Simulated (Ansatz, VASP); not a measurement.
**Te2As: VASP beside Ansatz**

```
CELL_PARAMETERS angstrom
-2.74317 2.74317 3.94924
2.74317 -2.74317 3.94924
2.74317 2.74317 -3.94924
ATOMIC_POSITIONS crystal
Te 0.82158 0.82158 0.00000
Te 0.17842 0.17842 0.00000
As 0.50000 0.50000 0.00000
```

Alike in both runs: functional PBE; k mesh 5 × 5 × 5; occupations gaussian, width 0.2 eV; no spin polarisation.

Ansatz relaxed the structure, and its values are those at the end. VASP's run is a single point on that final structure, the one shown.

```csv
,VASP,Ansatz
version,VASP 6.6.1,Ansatz 0.2.0
potentials or method,"VASP PAW PBE potentials, release 64 (Te, As), cutoff 500 eV","scalar-relativistic, plane waves, PAW"
valence electrons in the cell,17,47
```

|  | VASP | Ansatz | Ansatz less VASP |
| --- | --- | --- | --- |
| gap on the k mesh at the Fermi level (eV) | none | none | - |
| pressure (GPa) | 0.2 | 0.2 | -0.01 |
| rms of the force components (eV/Å) | 0.001 | 0.010 | +0.0089 |

A gap of «none» marks a metal or a gap that the smearing closes. VASP's potentials hold 17 valence electrons a cell and Ansatz's 47, so a difference there can come from the potentials and not from the codes.

Neither program's run includes spin-orbit coupling.
